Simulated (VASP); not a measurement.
# Be in VASP: a series of runs

The runs below take Be through single point, relaxation of cell and atoms, with PBE.

Everything below comes from runs of VASP 6.6.1. Logs are shortened: lines on timing, memory, paths and dates and some standing lists are left out, and cuts for length are marked.

### 1 The cell of the first run

It takes space group I4/mmm (No. 139, tetragonal). The conventional cell has a = 2.489 Å, b = 2.489 Å, c = 2.524 Å, α = 90.00°, β = 90.00°, γ = 90.00°. Within 2.9 Å of Be (site symmetry 4/mmm) lie 14 Be at 2.17 to 2.52 Å.

This isn't the form of Be at room conditions, which is hcp.

### 2 Single point, PBE

Contents of INCAR:

```
PREC = Accurate
ENCUT = 520
EDIFF = 1E-6
ISMEAR = 0
SIGMA = 0.1
LREAL = F
LASPH = T
NELM = 80
ALGO = Normal
ISIF = 2
LWAVE = F
LCHARG = T
GGA = PE
LELF = T
LVHAR = T
NBANDS = 13
```

Contents of KPOINTS:

```
Automatic mesh
0
Gamma
  8 8 8
```

Contents of POSCAR:

```
Be
1.0
   -1.2443986838      1.2443986838      6.3101531248
    1.2443986838     -1.2443986838      6.3101531248
    1.2443986838      1.2443986838     -6.3101531248
Be
5
Direct
    0.8999965014      0.8999965014      0.0000000000
    0.1000034986      0.1000034986      0.0000000000
    0.5000000000      0.5000000000      0.0000000000
    0.2999912566      0.2999912566      0.0000000000
    0.7000087434      0.7000087434      0.0000000000
```

Potentials or basis: VASP PAW PBE potentials, release 64 (Be).

Started as:

```console
$ cat potpaw_PBE.64/Be/POTCAR > POTCAR
$ mpirun -np 1 vasp_std > vasp.out
```

OUTCAR:

```text
PREC = Accurate
   ENCUT = 520
   EDIFF = 1E-6
   ISMEAR = 0
   LREAL = F
   LASPH = T
   NELM = 80
   ISIF = 2
   GGA = PE

 ion  position               nearest neighbor table
   1  0.900  0.900  0.000-   3 2.17   3 2.17   3 2.17   3 2.17   4 2.17   4 2.17   4 2.17   4 2.17

   2  0.100  0.100  0.000-   3 2.17   3 2.17   3 2.17   3 2.17   5 2.17   5 2.17   5 2.17   5 2.17

   3  0.500  0.500  0.000-   2 2.17   2 2.17   2 2.17   1 2.17   2 2.17   1 2.17   1 2.17   1 2.17

   4  0.300  0.300  0.000-   5 2.17   5 2.17   5 2.17   5 2.17   1 2.17   1 2.17   1 2.17   1 2.17

   5  0.700  0.700  0.000-   4 2.17   4 2.17   4 2.17   4 2.17   2 2.17   2 2.17   2 2.17   2 2.17

  LATTYP: Found a body centered tetragonal cell.
 ALAT       =     2.4887973676
 C/A-ratio  =     5.0708452258

  Lattice vectors:

 A1 = (  -1.2443986838,   1.2443986838,   6.3101531248)
 A2 = (   1.2443986838,  -1.2443986838,   6.3101531248)
 A3 = (   1.2443986838,   1.2443986838,  -6.3101531248)

Analysis of symmetry for initial positions (statically):
=====================================================================
 Subroutine PRICEL returns:
 Original cell was already a primitive cell.

 Routine SETGRP: Setting up the symmetry group for a
 body centered tetragonal supercell.

 Subroutine GETGRP returns: Found 16 space group operations
 (whereof 16 operations were pure point group operations)
 out of a pool of 16 trial point group operations.

The static configuration has the point symmetry D_4h.

Analysis of symmetry for dynamics (positions and initial velocities):
=====================================================================
 Subroutine PRICEL returns:
 Original cell was already a primitive cell.

 Routine SETGRP: Setting up the symmetry group for a
 body centered tetragonal supercell.

 Subroutine GETGRP returns: Found 16 space group operations
 (whereof 16 operations were pure point group operations)
 out of a pool of 16 trial point group operations.

The dynamic configuration has the point symmetry D_4h.

 Subroutine INISYM returns: Found 16 space group operations
 (whereof 16 operations are pure point group operations),
 and found     1 'primitive' translations

----------------------------------------------------------------------------------------

                                     Primitive cell

  volume of cell :      39.0858

  direct lattice vectors                    reciprocal lattice vectors
    -1.244398684  1.244398684  6.310153125     0.000000000  0.401800489  0.079237380
     1.244398684 -1.244398684  6.310153125     0.401800489  0.000000000  0.079237380
     1.244398684  1.244398684 -6.310153125     0.401800489  0.401800489  0.000000000

  length of vectors
     6.550960893  6.550960893  6.550960893     0.409539004  0.409539004  0.568231701

  position of ions in fractional coordinates (direct lattice)
     0.899996501  0.899996501  0.000000000
     0.100003499  0.100003499  0.000000000
     0.500000000  0.500000000  0.000000000
     0.299991257  0.299991257  0.000000000
     0.700008743  0.700008743  0.000000000

  ion indices of the primitive-cell ions
   primitive index   ion index
                 1           1
                 2           2
                 3           3
                 4           4
                 5           5

----------------------------------------------------------------------------------------

 KPOINTS: Automatic mesh

Automatic generation of k-mesh.
 Grid dimensions read from file:
 generate k-points for:    8    8    8

 Generating k-lattice:

  Cartesian coordinates                     Fractional coordinates (reciprocal lattice)
     0.000000000  0.050225061  0.009904672     0.125000000  0.000000000  0.000000000
     0.050225061  0.000000000  0.009904672     0.000000000  0.125000000  0.000000000
     0.050225061  0.050225061  0.000000000     0.000000000  0.000000000  0.125000000

  Length of vectors
     0.051192375  0.051192375  0.071028963

  Shift w.r.t. Gamma in fractional coordinates (k-lattice)
     0.000000000  0.000000000  0.000000000

 Subroutine IBZKPT returns following result:
 ===========================================

 Found     59 irreducible k-points:

 Following reciprocal coordinates:
            Coordinates               Weight
  0.000000  0.000000  0.000000      1.000000
  0.125000  0.000000 -0.000000      8.000000
  0.250000  0.000000 -0.000000      8.000000
  0.375000  0.000000 -0.000000      8.000000
  0.500000  0.000000 -0.000000      4.000000
  0.125000  0.125000 -0.000000      8.000000
[... 16 lines left out ...]
  0.250000  0.125000  0.125000     16.000000
  0.375000  0.125000  0.125000      8.000000
 [... further k-points ...]
   k-points           NKPTS =     59   k-points in BZ     NKDIM =     59   number of bands    NBANDS=     13
   number of dos      NEDOS =    301   number of ions     NIONS =      5
   total plane-waves  NPLWV = 125000
   dimension x,y,z NGX =    50 NGY =   50 NGZ =   50
   dimension x,y,z NGXF=   100 NGYF=  100 NGZF=  100
   ions per type =               5
   NGX,Y,Z   is equivalent  to a cutoff of  12.69, 12.69, 12.69 a.u.
   NGXF,Y,Z  is equivalent  to a cutoff of  25.38, 25.38, 25.38 a.u.
 SYSTEM =  unknown system
   PREC   = accura    normal or accurate (medium, high low for compatibility)
   ISTART =      0    job   : 0-new  1-cont  2-samecut
   ICHARG =      2    charge: 1-file 2-atom 10-const
   ISPIN  =      1    spin polarized calculation?
   LNONCOLLINEAR =      F non collinear calculations
   LSORBIT =      F    spin-orbit coupling
   LASPH  =      T    aspherical Exc in radial PAW
   ENCUT  =  520.0 eV  38.22 Ry    6.18 a.u.  12.18 12.18 12.18*2*pi/ulx,y,z
   NELM   =     80;   NELMIN=  2; NELMDL= -5     # of ELM steps
   EDIFF  = 0.1E-05   stopping-criterion for ELM
   LREAL  =      F    real-space projection
   EDIFFG = 0.1E-04   stopping-criterion for IOM
   NSW    =      0    number of steps for IOM
   IBRION =     -1    ionic relax: 0-MD 1-quasi-New 2-CG
   NFREE  =      0    steps in history (QN), initial steepest desc. (CG)
   ISIF   =      2    stress and relaxation
   ISYM   =      2    0-nonsym 1-usesym 2-fastsym
   POTIM  = 0.5000    time-step for ionic-motion
   TEBEG  =    0.0;   TEEND  =   0.0 temperature during run
   PSTRESS=    0.0 pullay stress
   NELECT =      10.0000    total number of electrons
   NUPDOWN=      -1.0000    fix difference up-down
   EMIN   =  10.00;   EMAX   =-10.00  energy-range for DOS
   EFERMI =   0.00;   METHOD = LEGACY
   ISMEAR =     0;   SIGMA  =   0.10  broadening in eV -4-tet -1-fermi 0-gaus
   EFERMI_NEDOS =   21; number of points for ismear=-14 and -15
   IALGO  =     38    algorithm
   IMIX   =      4    mixing-type and parameters
     AMIX     =   0.40;   BMIX     =  1.00
     AMIX_MAG =   1.60;   BMIX_MAG =  1.00
  volume/ion in A,a.u.               =       7.82        52.75
  Fermi-wavevector in a.u.,A,eV,Ry     =   1.039286  1.963966 14.695869  1.080116
  Thomas-Fermi vector in A             =   2.173809
   LORBIT       =      0    0 simple, 1 ext, 2 COOP (PROOUT), +10 PAW based schemes
   GGA     = PE    functional components
   LHFCALC =     F    Hartree Fock is set to
   AEXX    =    0.0000 exact exchange contribution
   IVDW    =     0    specifies the selected vdW correction
   LEPSILON=     F    determine dielectric tensor
   LRPA    =     F    only Hartree local field effects (RPA)
 non-spin polarized calculation
 Gauss-broadening in eV      SIGMA  =   0.10
  energy-cutoff  :      520.00
  volume of cell :       39.09
 maximum number of plane-waves:      1088
 NGX is ok and might be reduce to    50

 number of electron      10.0000000 magnetization

 Free energy of the ion-electron system (eV)
  ---------------------------------------------------
  ext. energy  EPLUGINS =         0.00000000
  ---------------------------------------------------
  free energy    TOTEN  =       -18.38595698 eV

  energy without entropy =      -18.38222288  energy(sigma->0) =      -18.38408993

 E-fermi :   8.0204     XC(G=0): -10.6495

 val. band max:        8.0124771301   @ k =  -0.3750   0.5000   0.1250
 cond. band min:       8.0709903868   @ k =   0.5000   0.2500   0.1250
 fundamental gap:      0.0585132568
 Fermi energy:         8.0203530563

 k-point     1 :       0.0000    0.0000    0.0000
  band No.  band energies     occupation
      1      -4.2962      2.00000
      2      -1.4985      2.00000
      3      -1.4983      2.00000
      4       7.0861      2.00000
      5       7.0870      2.00000
      6      13.0324      0.00000
      7      13.0324      0.00000
      8      13.0332      0.00000
      9      13.0332      0.00000
     10      18.9358      0.00000
     11      18.9364      0.00000
     12      19.7775      0.00000
     13      19.7780      0.00000

 k-point     2 :       0.1250    0.0000   -0.0000
  band No.  band energies     occupation
      1      -4.0076      2.00000
      2      -1.5709      2.00000
      3      -0.8680      2.00000
      4       6.4966      2.00000
      5       7.7814      1.99927
      6      10.8694      0.00000
      7      11.2244      0.00000
      8      13.1768      0.00000
      9      13.6119      0.00000
     10      17.0511      0.00000
     11      18.2528      0.00000
     12      19.4434      0.00000
     13      20.5935      0.00000

 k-point     3 :       0.2500    0.0000   -0.0000
  band No.  band energies     occupation
      1      -3.1379      2.00000
      2      -1.0815      2.00000
      3       0.2826      2.00000
      4       5.5442      2.00000
      5       6.0999      2.00000
      6       9.3313      0.00000
      7      10.5977      0.00000
      8      13.1643      0.00000
      9      14.0444      0.00000
     10      14.8936      0.00000
     11      15.4725      0.00000
     12      19.6159      0.00000
     13      21.5037      0.00000
[... 305 lines left out ...]
 k-point    23 :       0.2500    0.1250    0.1250
  band No.  band energies     occupation
      1      -0.6028      2.00000
      2       1.1164      2.00000
      3       3.0379      2.00000
      4       3.8409      2.00000
      5       4.7785      2.00000
      6       8.5578      0.00000
      7       9.9592      0.00000
      8      10.0436      0.00000
      9      13.2719      0.00000
     10      14.0043      0.00000
     11      14.9879      0.00000
     12      15.1281      0.00000
     13      15.6700      0.00000

 k-point    24 :       0.3750    0.1250    0.1250
  band No.  band energies     occupation
      1       1.3841      2.00000
      2       1.3842      2.00000
      3       2.7190      2.00000
      4       2.7191      2.00000
      5       4.1840      2.00000
      6       8.4287      0.00000
      7      10.7007      0.00000
      8      10.7011      0.00000
      9      12.2604      0.00000
     10      12.2604      0.00000
     11      15.2792      0.00000
     12      15.2796      0.00000
     13      15.8374      0.00000

 [... further k-points ...]
[... 5 lines left out ...]
  --------------------------------------------------------------------------------------
  -------------------------------------------------------------------------------------
  Total        0.0193253      0.0193253      0.0030159      0.0000000     -0.0000000     -0.0000000
  in kB        0.7921700      0.7921700      0.1236274      0.0000000     -0.0000000     -0.0000000
  external PRESSURE =       0.5693224 kB  Pullay stress =       0.0000000 kB

 VOLUME and BASIS-vectors are now :
 -----------------------------------------------------------------------------
  energy-cutoff  :      520.00
  volume of cell :       39.09
      direct lattice vectors                 reciprocal lattice vectors
    -1.244398684  1.244398684  6.310153125     0.000000000  0.401800489  0.079237380
     1.244398684 -1.244398684  6.310153125     0.401800489  0.000000000  0.079237380
     1.244398684  1.244398684 -6.310153125     0.401800489  0.401800489  0.000000000

 POSITION                                       TOTAL-FORCE (eV/Angst)
 -----------------------------------------------------------------------------------
      0.00000      0.00000     11.35823         0.000000      0.000000      0.000027
      0.00000      0.00000      1.26207         0.000000      0.000000     -0.000027
      0.00000      0.00000      6.31015         0.000000      0.000000      0.000000
      0.00000      0.00000      3.78598         0.000000      0.000000      0.001072
      0.00000      0.00000      8.83432        -0.000000     -0.000000     -0.001072
 -----------------------------------------------------------------------------------
    total drift:                                0.000000      0.000000     -0.000000

  FREE ENERGIE OF THE ION-ELECTRON SYSTEM (eV)
  ---------------------------------------------------
  free  energy   TOTEN  =       -18.3859569773 eV

  energy  without entropy=      -18.3822228766  energy(sigma->0) =      -18.38408993
```

Wall time 67 s (1 thread of Intel Xeon Platinum 8488C (Sapphire Rapids), shared host); peak memory 0.3 GiB.

Results:

* Free energy: -18.3860 eV
* Pressure: 0.1 GPa
* Band gap on the k mesh: zero (bands 5 and 6 overlap by 4.54 eV)

### 3 Single point, PBE

This run uses another cell than the first one: it holds 1 atom, not 5.

Contents of INCAR:

```
PREC = Accurate ; ENCUT = 520
EDIFF = 1E-7 ; ISMEAR = 0
SIGMA = 0.1 ; LREAL = F
LASPH = T ; NELM = 60
ALGO = Normal ; ISIF = 2
LWAVE = F ; LCHARG = T
GGA = PE ; LELF = T
LVHAR = T ; NBANDS = 7
```

Contents of KPOINTS:

```
Automatic mesh
0
Gamma
  30 30 30
```

Contents of POSCAR:

```
Be
1.0
   -1.2501776675      1.2501776675      1.2501776675
    1.2501776675     -1.2501776675      1.2501776675
    1.2501776675      1.2501776675     -1.2501776675
Be
1
Direct
    0.0000000000      0.0000000000      0.0000000000
```

Potentials or basis: VASP PAW PBE potentials, release 64 (Be).

Started as:

```console
$ cat potpaw_PBE.64/Be/POTCAR > POTCAR
$ mpirun -np 1 vasp_std > vasp.out
```

Run time: 9.3 s. Hardware: 1 thread of Intel Xeon Platinum 8488C (Sapphire Rapids), shared host; peak memory 0.14 GiB.

Results (log left out):

| Item | Value |
| --- | --- |
| Free energy | -3.6674 eV |
| Pressure | 0.1 GPa |
| Band gap on the k mesh | zero (bands 1 and 2 overlap by 5.35 eV) |

Levels at points of the mesh, in eV from the Fermi level:
| k point | band 1 | band 2 | band 3 | band 4 | band 5 |
| --- | --- | --- | --- | --- | --- |
| (0.00, 0.00, 0.00) | -12.32 | 19.41 | 19.41 | 19.41 | 30.79 |
| (0.50, 0.00, 0.00) | -5.29 | 0.35 | 12.27 | 15.48 | 20.42 |
| (0.50, 0.50, 0.50) | 3.94 | 3.94 | 3.94 | 9.79 | 9.79 |

### 4 Relaxation of cell and atoms, PBE

This run uses another cell than the first one: it holds 1 atom, not 5.

Contents of INCAR:

```
PREC     = Accurate       # precision mode
ENCUT    = 600            # plane-wave cutoff, eV
EDIFF    = 1E-7           # SCF threshold, eV
ISMEAR   = 0              # smearing method
SIGMA    = 0.1            # smearing width, eV
LREAL    = False          # projectors in reciprocal space
LASPH    = True           # aspherical terms in the spheres
NELM     = 80             # most SCF steps
ALGO     = Fast           # electronic algorithm
ISIF     = 3              # what is computed and relaxed
LWAVE    = False          # write WAVECAR
LCHARG   = False          # write CHGCAR
GGA      = PE             # functional
IBRION   = 2              # ionic algorithm
NSW      = 100            # ionic steps
EDIFFG   = -0.01          # ionic threshold
```

Contents of KPOINTS:

```
regular mesh
0
Gamma
  30 30 30
```

Contents of POSCAR:

```
Be
1.0
   -1.2502759975      1.2502759975      1.2502759975
    1.2502759975     -1.2502759975      1.2502759975
    1.2502759975      1.2502759975     -1.2502759975
Be
1
Direct
    0.0000000000      0.0000000000      0.0000000000
```

Started as:

```console
$ cat potpaw_PBE.64/Be/POTCAR > POTCAR
$ mpirun -np 1 vasp_std > vasp.out
```

It took 24 s on 1 thread of Intel Xeon Platinum 8488C (Sapphire Rapids), shared host; peak memory 0.15 GiB.

The run converged. Its results:

| Quantity | Value |
| --- | --- |
| Free energy | -3.6674 eV |
| Pressure after relaxing | 0.1 GPa |
| Band gap on the k mesh | zero (bands 1 and 2 overlap by 5.35 eV) |

Final structure:
```
Be
1.0
    -1.25028    1.25028    1.25028
     1.25028   -1.25028    1.25028
     1.25028    1.25028   -1.25028
Be
1
Direct
  0.00000 0.00000 0.00000
```

Levels at points of the mesh, in eV from the Fermi level:
| k point | band 1 | band 2 | band 3 | band 4 |
| --- | --- | --- | --- | --- |
| (0.00, 0.00, 0.00) | -12.32 | 19.40 | 19.40 | 19.40 |
| (0.50, 0.00, 0.00) | -5.29 | 0.35 | 12.26 | 15.48 |
| (0.50, 0.50, 0.50) | 3.94 | 3.94 | 3.94 | 9.79 |

### 5 Overview

| task | cell | k mesh | cutoff (eV) | gap on the mesh (eV) | pressure (GPa) |
| --- | --- | --- | --- | --- | --- |
| single point | a = 6.551 Å, angles 158.1, 158.1, 31.2°, 5 atoms, atomic positions A | 8 × 8 × 8 | 520 | none | 0.1 |
| single point | a = 2.165 Å, angles 109.5°, 1 atom, atomic positions B | 30 × 30 × 30 | 520 | none | 0.1 |
| relaxation of cell and atoms | relaxed from a = 2.166 Å, angles 109.5°, 1 atom, atomic positions B | 30 × 30 × 30 | 600 | none | 0.1 |

Alike in all rows: level PBE; potentials or basis VASP PAW PBE potentials, release 64 (Be); no spin polarisation; smearing gaussian 0.1 eV.

Absolute energies hang on the potentials; compare differences alone.

The gap in the log of VASP goes by the Fermi energy; the results here count the filled bands.